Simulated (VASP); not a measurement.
C3N4, 7 atoms in the cell. It takes space group P6/mmm (No. 191, hexagonal). Conventional cell: a = 3.373 Å, b = 3.373 Å, c = 8.293 Å, α = 90.00°, β = 90.00°, γ = 120.00°. Within 2.2 Å of C (site symmetry mmm) lie 4 C at 1.69 Å. Within 1.6 Å of N (site symmetry 6mm) lie 1 N at 1.21 Å. N (site symmetry -6m2) has 9 N at 1.95 to 2.04 Å within 2.6 Å. The cell was generated, and may not be a known phase.

```yaml
Program: VASP 6.6.1
Task: relaxation of cell and atoms
Functional: PBE
Potentials_or_basis: VASP PAW PBE potentials, release 64 (C, N)
Cutoff: 600 eV
k_mesh: 12 × 12 × 6
Occupations: gaussian, width 0.1 eV
Spin: no spin polarisation
Dipole_correction: no
Further_INCAR_settings: ALGO = Normal; EDIFF = 1e-07; IBRION = 2; EDIFFG = -0.01; NSW = 100; ISIF = 3
```

Potentials or basis: VASP PAW PBE potentials, release 64 (C, N).

Command:

```console
$ cat potpaw_PBE.64/C/POTCAR potpaw_PBE.64/N/POTCAR > POTCAR
$ mpirun -np 1 vasp_std > vasp.out
```

Hardware: 1 thread of AMD EPYC 9R45 (Zen 5) (shared host).

Question: How long does it take, and how much memory?

Answer: Wall time 19 min on 1 thread of AMD EPYC 9R45 (Zen 5) (shared host), peak memory 0.27 GiB. Counts: scf iterations 186, k points 76, ion steps 22.
